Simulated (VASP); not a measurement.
Input of a VASP 6.6.1 run:

The input INCAR:

```
SYSTEM = AlSiN
PREC = Accurate
ENCUT = 600
EDIFF = 1E-6
ISMEAR = 0
SIGMA = 0.1
LREAL = .FALSE.
LASPH = .TRUE.
NELM = 120
ALGO = Normal
ISIF = 2
LWAVE = .FALSE.
LCHARG = .FALSE.
GGA = PE
NBANDS = 13
GGA_COMPAT = .FALSE.
```

File KPOINTS:

```
regular mesh
0
G
  6 6 6
  0 0 0
```

The input POSCAR:

```
AlSiN
1.0
    3.4326206107      0.0000000000      0.0000000000
    0.0000000000      4.0066901132      0.0000000000
    0.0000000000      0.0000000000      3.5561007894
Al Si N
1 1 1
Direct
    0.5000000000      0.5000000000      0.0000000000
    0.0000000000      0.0000000000      0.0000000000
    0.5000000000      0.5000000000      0.5000000000
```

Potentials or basis: VASP PAW PBE potentials, release 64 (Al, Si, N).

The run is started by

```sh
$ cat potpaw_PBE.64/Al/POTCAR potpaw_PBE.64/Si/POTCAR potpaw_PBE.64/N/POTCAR > POTCAR
$ mpirun -np 1 vasp_std > vasp.out
```

(1) What does it give for the band gap on the k mesh?

(2) Predict the pressure.

Answers

(1) zero (band 6 reaches 6.79 eV, above the bottom of band 7 at 2.62 eV).

(2) -0.2 GPa.
